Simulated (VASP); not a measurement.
# Pd (Cmcm) in VASP: single point with LDA

Aim: the single point of Pd with LDA.

Program: VASP 6.6.1. These are calculated values, not measurements. Logs are shortened: lines on timing, memory, paths and dates and some standing lists are left out, and cuts for length are marked.

### Step 1. The cell of the first run

It takes space group Cmcm (No. 63, orthorhombic). Conventional cell: a = 3.735 Å, b = 10.507 Å, c = 4.555 Å, α = 90.00°, β = 90.00°, γ = 90.00°. Within 3.8 Å of Pd (site symmetry m2m) lie 4 Pd at 2.90 to 3.74 Å.

### Step 2. Single point, LDA

INCAR reads:

```
  PREC = Accurate
  ENCUT = 520
  EDIFF = 1E-6
  ISMEAR = 1
  SIGMA = 0.1
  LREAL = False
  LASPH = True
  NELM = 100
  ALGO = Normal
  ISIF = 2
  LWAVE = False
  LCHARG = True
  GGA = CA
  LELF = True
  LVHAR = True
  NBANDS = 17
```

KPOINTS reads:

```
Automatic mesh
0
Gamma
  7 7 5
```

POSCAR reads:

```
Pd
1.0
    1.8675670000     -5.2536270000      0.0000000000
    1.8675670000      5.2536270000      0.0000000000
    0.0000000000      0.0000000000      4.5550310000
Pd
2
Direct
    0.5851680000      0.4148320000      0.7500000000
    0.4148320000      0.5851680000      0.2500000000
```

Potentials or basis: VASP PAW LDA potentials, release 64 (Pd).

The run is started by

```console
$ cat potpaw_LDA.64/Pd/POTCAR > POTCAR
$ mpirun -np 1 vasp_std > vasp.out
```

OUTCAR:

```text
PREC = Accurate
   ENCUT = 520
   EDIFF = 1E-6
   ISMEAR = 1
   LREAL = False
   LASPH = True
   NELM = 100
   ISIF = 2
   GGA = CA

 ion  position               nearest neighbor table
   1  0.585  0.415  0.750-   2 2.90   2 2.90
   2  0.415  0.585  0.250-   1 2.90   1 2.90

  LATTYP: Found a base centered orthorhombic cell.
 ALAT       =     3.7351340000
 B/A-ratio  =     2.8130862239
 C/A-ratio  =     1.2195093938

  Lattice vectors:

 A1 = (   1.8675670000,  -5.2536270000,   0.0000000000)
 A2 = (   1.8675670000,   5.2536270000,   0.0000000000)
 A3 = (   0.0000000000,   0.0000000000,   4.5550310000)

Analysis of symmetry for initial positions (statically):
=====================================================================
 Subroutine PRICEL returns:
 Original cell was already a primitive cell.

 Routine SETGRP: Setting up the symmetry group for a
 base centered orthorhombic supercell.

 Subroutine GETGRP returns: Found  8 space group operations
 (whereof  4 operations were pure point group operations)
 out of a pool of  8 trial point group operations.

The static configuration has the point symmetry C_2h.
 The point group associated with its full space group is D_2h.

Analysis of symmetry for dynamics (positions and initial velocities):
=====================================================================
 Subroutine PRICEL returns:
 Original cell was already a primitive cell.

 Routine SETGRP: Setting up the symmetry group for a
 base centered orthorhombic supercell.

 Subroutine GETGRP returns: Found  8 space group operations
 (whereof  4 operations were pure point group operations)
 out of a pool of  8 trial point group operations.

The dynamic configuration has the point symmetry C_2h.
 The point group associated with its full space group is D_2h.

 Subroutine INISYM returns: Found  8 space group operations
 (whereof  4 operations are pure point group operations),
 and found     1 'primitive' translations

----------------------------------------------------------------------------------------

                                     Primitive cell

  volume of cell :      89.3834

  direct lattice vectors                    reciprocal lattice vectors
     1.867567000 -5.253627000  0.000000000     0.267728012 -0.095172345  0.000000000
     1.867567000  5.253627000  0.000000000     0.267728012  0.095172345  0.000000000
     0.000000000  0.000000000  4.555031000     0.000000000  0.000000000  0.219537474

  length of vectors
     5.575697549  5.575697549  4.555031000     0.284140922  0.284140922  0.219537474

  position of ions in fractional coordinates (direct lattice)
     0.585168000  0.414832000  0.750000000
     0.414832000  0.585168000  0.250000000

  ion indices of the primitive-cell ions
   primitive index   ion index
                 1           1
                 2           2

----------------------------------------------------------------------------------------

 KPOINTS: Automatic mesh

Automatic generation of k-mesh.
 Grid dimensions read from file:
 generate k-points for:    7    7    5

 Generating k-lattice:

  Cartesian coordinates                     Fractional coordinates (reciprocal lattice)
     0.038246859 -0.013596049  0.000000000     0.142857143  0.000000000  0.000000000
     0.038246859  0.013596049  0.000000000     0.000000000  0.142857143  0.000000000
     0.000000000  0.000000000  0.043907495     0.000000000  0.000000000  0.200000000

  Length of vectors
     0.040591560  0.040591560  0.043907495

  Shift w.r.t. Gamma in fractional coordinates (k-lattice)
     0.000000000  0.000000000  0.000000000

 Subroutine IBZKPT returns following result:
 ===========================================

 Found     48 irreducible k-points:

 Following reciprocal coordinates:
            Coordinates               Weight
  0.000000  0.000000  0.000000      1.000000
  0.142857 -0.000000  0.000000      4.000000
  0.285714 -0.000000  0.000000      4.000000
  0.428571 -0.000000  0.000000      4.000000
  0.142857  0.142857  0.000000      2.000000
  0.285714  0.142857  0.000000      4.000000
[... 16 lines left out ...]
  0.428571  0.142857  0.200000      8.000000
 -0.428571  0.142857  0.200000      8.000000
 [... further k-points ...]
   k-points           NKPTS =     48   k-points in BZ     NKDIM =     48   number of bands    NBANDS=     17
   number of dos      NEDOS =    301   number of ions     NIONS =      2
   total plane-waves  NPLWV =  63504
   dimension x,y,z NGX =    42 NGY =   42 NGZ =   36
   dimension x,y,z NGXF=    84 NGYF=   84 NGZF=   72
   ions per type =               2
   NGX,Y,Z   is equivalent  to a cutoff of  12.52, 12.52, 13.14 a.u.
   NGXF,Y,Z  is equivalent  to a cutoff of  25.05, 25.05, 26.28 a.u.
 SYSTEM =  unknown system
   PREC   = accura    normal or accurate (medium, high low for compatibility)
   ISTART =      0    job   : 0-new  1-cont  2-samecut
   ICHARG =      2    charge: 1-file 2-atom 10-const
   ISPIN  =      1    spin polarized calculation?
   LNONCOLLINEAR =      F non collinear calculations
   LSORBIT =      F    spin-orbit coupling
   LASPH  =      T    aspherical Exc in radial PAW
   ENCUT  =  520.0 eV  38.22 Ry    6.18 a.u.  10.37 10.37  8.47*2*pi/ulx,y,z
   NELM   =    100;   NELMIN=  2; NELMDL= -5     # of ELM steps
   EDIFF  = 0.1E-05   stopping-criterion for ELM
   LREAL  =      F    real-space projection
   EDIFFG = 0.1E-04   stopping-criterion for IOM
   NSW    =      0    number of steps for IOM
   IBRION =     -1    ionic relax: 0-MD 1-quasi-New 2-CG
   NFREE  =      0    steps in history (QN), initial steepest desc. (CG)
   ISIF   =      2    stress and relaxation
   ISYM   =      2    0-nonsym 1-usesym 2-fastsym
   POTIM  = 0.5000    time-step for ionic-motion
   TEBEG  =    0.0;   TEEND  =   0.0 temperature during run
   PSTRESS=    0.0 pullay stress
   NELECT =      20.0000    total number of electrons
   NUPDOWN=      -1.0000    fix difference up-down
   EMIN   =  10.00;   EMAX   =-10.00  energy-range for DOS
   EFERMI =   0.00;   METHOD = LEGACY
   ISMEAR =     1;   SIGMA  =   0.10  broadening in eV -4-tet -1-fermi 0-gaus
   EFERMI_NEDOS =   21; number of points for ismear=-14 and -15
   IALGO  =     38    algorithm
   IMIX   =      4    mixing-type and parameters
     AMIX     =   0.40;   BMIX     =  1.00
     AMIX_MAG =   1.60;   BMIX_MAG =  1.00
  volume/ion in A,a.u.               =      44.69       301.59
  Fermi-wavevector in a.u.,A,eV,Ry     =   0.993877  1.878155 13.439715  0.987791
  Thomas-Fermi vector in A             =   2.125789
   LORBIT       =      0    0 simple, 1 ext, 2 COOP (PROOUT), +10 PAW based schemes
   GGA     = CA    functional components
   LHFCALC =     F    Hartree Fock is set to
   AEXX    =    0.0000 exact exchange contribution
   IVDW    =     0    specifies the selected vdW correction
   LEPSILON=     F    determine dielectric tensor
   LRPA    =     F    only Hartree local field effects (RPA)
 non-spin polarized calculation
 Methfessel and Paxton  Order N= 1 SIGMA  =   0.10
  energy-cutoff  :      520.00
  volume of cell :       89.38
 maximum number of plane-waves:      2424
 NGX is ok and might be reduce to    42
   NGX = 21   NGY = 21   NGZ = 17

 number of electron      19.9999997 magnetization

 Free energy of the ion-electron system (eV)
  ---------------------------------------------------
  ext. energy  EPLUGINS =         0.00000000
  ---------------------------------------------------
  free energy    TOTEN  =        -6.65686553 eV

  energy without entropy =       -6.64950682  energy(sigma->0) =       -6.65441262

 E-fermi :  -0.7116     XC(G=0):  -7.6146

 val. band max:       -0.7116407497   @ k =   0.2857   0.1429   0.0000
 cond. band min:      -0.7095391385   @ k =   0.4286   0.1429   0.2000
 fundamental gap:      0.0021016112
 Fermi energy:        -0.7116335932

 k-point     1 :       0.0000    0.0000    0.0000
  band No.  band energies     occupation
      1      -2.8296      2.00000
      2      -2.3315      2.00000
      3      -2.1990      2.00000
      4      -1.9579      2.00000
      5      -1.4512      2.00000
      6      -1.4361      2.00000
[... 9 lines left out ...]
     16       9.2239      0.00000
     17      10.8348      0.00000

 k-point     2 :       0.1429   -0.0000    0.0000
  band No.  band energies     occupation
      1      -2.6437      2.00000
      2      -2.3162      2.00000
      3      -2.1720      2.00000
      4      -1.8252      2.00000
      5      -1.5269      2.00000
      6      -1.3219      2.00000
[... 9 lines left out ...]
     16       7.8668      0.00000
     17       8.8178      0.00000

 k-point     3 :       0.2857   -0.0000    0.0000
  band No.  band energies     occupation
      1      -2.3228      2.00000
      2      -2.2807      2.00000
      3      -2.1096      2.00000
      4      -1.6850      2.00000
      5      -1.5368      2.00000
      6      -1.2269      2.00000
[... 9 lines left out ...]
     16       6.9260      0.00000
     17       8.5170      0.00000

 k-point     4 :       0.4286   -0.0000    0.0000
  band No.  band energies     occupation
      1      -2.2510      2.00000
      2      -2.1690      2.00000
      3      -2.0573      2.00000
      4      -1.8020      2.00000
      5      -1.6266      2.00000
      6      -1.2761      2.00000
[... 9 lines left out ...]
     16       7.5716      0.00000
     17       9.6009      0.00000
[... 343 lines left out ...]
      1      -2.2846      2.00000
      2      -2.0766      2.00000
      3      -1.9056      2.00000
      4      -1.8216      2.00000
      5      -1.7097      2.00000
      6      -1.1943      2.00000
[... 9 lines left out ...]
     16       6.6245      0.00000
     17       8.7381      0.00000

 k-point    23 :       0.4286    0.1429    0.2000
  band No.  band energies     occupation
      1      -2.2774      2.00000
      2      -2.0616      2.00000
      3      -1.8675      2.00000
      4      -1.8432      2.00000
      5      -1.7084      2.00000
      6      -1.2162      2.00000
[... 9 lines left out ...]
     16       6.7640      0.00000
     17       8.7202      0.00000

 k-point    24 :      -0.4286    0.1429    0.2000
  band No.  band energies     occupation
      1      -2.3029      2.00000
      2      -2.1128      2.00000
      3      -1.8860      2.00000
      4      -1.7310      2.00000
      5      -1.6159      2.00000
      6      -1.1894      2.00000
[... 9 lines left out ...]
     16       7.9156      0.00000
     17       8.8155      0.00000

 [... further k-points ...]
[... 5 lines left out ...]
  --------------------------------------------------------------------------------------
  -------------------------------------------------------------------------------------
  Total       -4.7911793     -4.3608169     -6.1890871      0.0000000     -0.0000000      0.0000000
  in kB      -85.8808334    -78.1666818   -110.9380224      0.0000000     -0.0000000      0.0000000
  external PRESSURE =     -91.6618459 kB  Pullay stress =       0.0000000 kB

 VOLUME and BASIS-vectors are now :
 -----------------------------------------------------------------------------
  energy-cutoff  :      520.00
  volume of cell :       89.38
      direct lattice vectors                 reciprocal lattice vectors
     1.867567000 -5.253627000  0.000000000     0.267728012 -0.095172345  0.000000000
     1.867567000  5.253627000  0.000000000     0.267728012  0.095172345  0.000000000
     0.000000000  0.000000000  4.555031000     0.000000000  0.000000000  0.219537474

 POSITION                                       TOTAL-FORCE (eV/Angst)
 -----------------------------------------------------------------------------------
      1.86757     -0.89488      3.41627         0.000000      1.354114     -0.000000
      1.86757      0.89488      1.13876         0.000000     -1.354114      0.000000
 -----------------------------------------------------------------------------------
    total drift:                                0.000000      0.000000      0.000000

  FREE ENERGIE OF THE ION-ELECTRON SYSTEM (eV)
  ---------------------------------------------------
  free  energy   TOTEN  =        -6.6568655290 eV

  energy  without entropy=       -6.6495068154  energy(sigma->0) =       -6.65441262
```

Run time: 55 s. Hardware: 1 thread of AMD EPYC 7R13 (Zen 3), shared host; peak memory 0.19 GiB.

What came out:

| Item | Value |
| --- | --- |
| Free energy | -6.6569 eV |
| Pressure | -9.2 GPa |
| Largest force | 1.354 eV/Å |
| Band gap on the k mesh | zero (bands 10 and 11 overlap by 0.10 eV) |

Forces in eV/Å, atoms in the order of the input:
```
Pd   0.000  1.354  0.000
Pd   0.000 -1.354  0.000
```

Caveat: the cell stands under tension; forces of over 1 eV/Å act on the atoms, so gaps and moduli don't describe the material at rest.
